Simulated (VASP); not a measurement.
# AgCl: single point with HSE06

AgCl:

```
CELL_PARAMETERS angstrom
3.22547 0.00000 0.00000
0.00000 3.22547 0.00000
0.00000 0.00000 3.55180
ATOMIC_POSITIONS crystal
Ag 0.00000 0.00000 0.00000
Cl 0.50000 0.50000 0.50000
```

This cell differs from its parent crystal: epitaxial xy strain -5.0%.

```yaml
Program: VASP 6.6.1
Task: single point
Functional: HSE06
Potentials_or_basis: VASP PAW PBE potentials, release 64 (Ag, Cl)
Cutoff: 520 eV
k_mesh: 6 × 6 × 6
Occupations: gaussian, width 0.01 eV
Spin: no spin polarisation
```

| Item | Value |
| --- | --- |
| Pressure | 4.8 GPa |
| Band gap on the k mesh | 1.86 eV (least direct gap 3.35 eV) |

Stress tensor (GPa, compression positive):
```
6.81 0.00 0.00
0.00 6.81 0.00
0.00 0.00 0.74
```

Levels at points of the mesh, in eV from the valence-band top:
```
           k point  band 6  band 7  band 8  band 9  band 10  band 11  band 12  band 13
(0.00, 0.00, 0.00)   -2.55   -2.51   -1.49   -1.49     1.86    10.45    10.97    15.25
(0.50, 0.00, 0.00)   -2.59   -1.89   -0.19   -0.02     5.92     7.71    10.25    10.61
(0.50, 0.50, 0.00)   -3.16   -3.16   -2.06   -1.45     4.68    10.46    10.46    12.00
(0.00, 0.00, 0.50)   -2.52   -2.40    0.00    0.00     6.73     7.33    10.56    12.08
(0.50, 0.00, 0.50)   -2.89   -2.85   -2.26   -0.80     3.81    10.52    11.72    12.28
(0.50, 0.50, 0.50)   -2.04   -0.57   -0.57   -0.26     5.71     5.71     5.91     9.24
```

It took 6.3 min on 4 MPI ranks on Intel(R) Xeon(R) 6975P-C (Granite Rapids) (shared host), peak memory 0.26 GiB a rank.

Caveat: the cell differs from its parent crystal (epitaxial xy strain -5.0%); the cell stands under pressure; the PAW data sets were made with another functional, which shifts forces and pressure a little. A k mesh can miss the band edges.
